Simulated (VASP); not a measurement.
Set up this calculation in VASP 6.6.1, as the native input.

| Quantity | Value |
| --- | --- |
| Task | single point |
| Functional | revPBE |
| Dispersion | D3(BJ) |
| Potentials or basis | VASP PAW PBE potentials, release 64 (Si, C) |
| Cutoff | 520 eV |
| k mesh | 10 × 10 × 10 |
| Occupations | gaussian, width 0.05 eV |
| Spin | no spin polarisation |
| Dipole correction | no |
| Further INCAR settings | ALGO = Normal; EDIFF = 1e-07; NBANDS = 11 |

The structure of SiC lies in POSCAR:

```
SiC
1.0
    0.0000000000      2.1374453439      2.1374453439
    2.1374453439      0.0000000000      2.1374453439
    2.1374453439      2.1374453439      0.0000000000
Si C
1 1
Direct
    0.0000000000      0.0000000000      0.0000000000
    0.7500000000      0.7500000000      0.7500000000
```

This cell differs from its parent crystal: volume scaled by 0.96.

One way to write it, as run:

INCAR

```
PREC     = Accurate       # precision mode
ENCUT    = 520            # plane-wave cutoff, eV
EDIFF    = 1E-7           # SCF threshold, eV
ISMEAR   = 0              # smearing method
SIGMA    = 0.05           # smearing width, eV
LREAL    = F              # projectors in reciprocal space
LASPH    = T              # aspherical terms in the spheres
NELM     = 100            # most SCF steps
ALGO     = Normal         # electronic algorithm
ISIF     = 2              # what is computed and relaxed
LWAVE    = F              # write WAVECAR
LCHARG   = T              # write CHGCAR
GGA      = RE             # functional
IVDW     = 12             # dispersion correction
LELF     = T              # ELF
LVHAR    = T            
NBANDS   = 11             # bands
```

KPOINTS

```
regular mesh
0
Gamma
  10 10 10
```

Potentials or basis: VASP PAW PBE potentials, release 64 (Si, C).

Command:

```console
$ cat potpaw_PBE.64/Si/POTCAR potpaw_PBE.64/C/POTCAR > POTCAR
$ mpirun -np 1 vasp_std > vasp.out
```

It gave:

The pressure is 9.5 GPa. The band gap on the k mesh is 1.30 eV, indirect (least direct gap 4.59 eV) and the dispersion energy per atom is -0.636 eV.

Caveat: the PAW data sets were made with another functional, which shifts forces and pressure a little.

It took 21 s on 1 thread of AMD EPYC 7R13, on a shared host, peak memory 0.12 GiB.
